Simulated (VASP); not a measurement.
Here is a VASP 6.6.1 calculation.

File INCAR:

```
  PREC = Accurate
  ENCUT = 500
  EDIFF = 1E-7
  ISMEAR = 0
  SIGMA = 0.1
  LREAL = False
  LASPH = True
  NELM = 120
  ALGO = Normal
  ISIF = 3
  LWAVE = False
  LCHARG = False
  GGA = PS
  IBRION = 2
  NSW = 100
  EDIFFG = -0.05
  GGA_COMPAT = False
  NELMIN = 4
```

KPOINTS

```
Automatic mesh
0
Gamma
  8 8 8
```

The input POSCAR:

```
W
1.0
   -1.5477436784      1.5477436784      1.5477436784
    1.5477436784     -1.5477436784      1.5477436784
    1.5477436784      1.5477436784     -1.5477436784
W
1
Direct
    0.0000000000      0.0000000000      0.0000000000
```

Potentials or basis: VASP PAW PBE potentials, release 64 (W_sv).

Launch:

```console
$ cat potpaw_PBE.64/W_sv/POTCAR > POTCAR
$ mpirun -np 1 vasp_std > vasp.out
```

(1) Estimate the band gap on the k mesh.

(2) Predict the relaxed cell.

## Answers

(1) zero (band 7 reaches 16.59 eV, above the bottom of band 8 at 10.12 eV).

(2) a = 2.735 Å, b = 2.735 Å, c = 2.735 Å, α = 109.47°, β = 109.47°, γ = 109.47°.

Caveat: spin-orbit coupling is left out, which moves the levels of the heavy elements.
